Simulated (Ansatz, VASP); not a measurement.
**LiTlSe2 in VASP and in Ansatz**

```xyz
4
Lattice="4.2639 0.0000 0.0000 0.0000 4.2639 0.0000 0.0000 0.0000 5.9802" Properties=species:S:1:pos:R:3 pbc="T T T"
Li    0.0000    0.0000    0.0000
Se    0.0000    2.1320    1.3708
Se    2.1320    0.0000    4.6095
Tl    2.1320    2.1320    2.9901
```

Alike in both runs: task single point; functional r2SCAN; k mesh 6 × 6 × 4; no spin polarisation.

|  | VASP | Ansatz |
| --- | --- | --- |
| version | VASP 6.6.1 | Ansatz 0.2.0 |
| potentials or method | VASP PAW PBE potentials, release 64 (Li_sv, Se, Tl_d) | plane waves, PAW |
| plane-wave cutoff (eV) | 520 | 500 |
| occupations | gaussian, width 0.01 eV | fixed |
| valence electrons in the cell | 28 | 48 |

Ansatz gave:

```
gap on the k mesh at the Fermi level (eV) : 0.71
rms of the force components (eV/Å)        : 0.002
```

**Question.** Estimate VASP's values.

**Answer.** gap on the k mesh at the Fermi level (eV): 0.71; rms of the force components (eV/Å): 0.006.

VASP's potentials were made for PBE, not for r2SCAN. VASP's potentials hold 28 valence electrons a cell and Ansatz's 48, so a difference there can come from the potentials and not from the codes.

Spin-orbit coupling is off throughout. Noted on VASP's run: the cutoff is short for stress, so the pressure is rough.
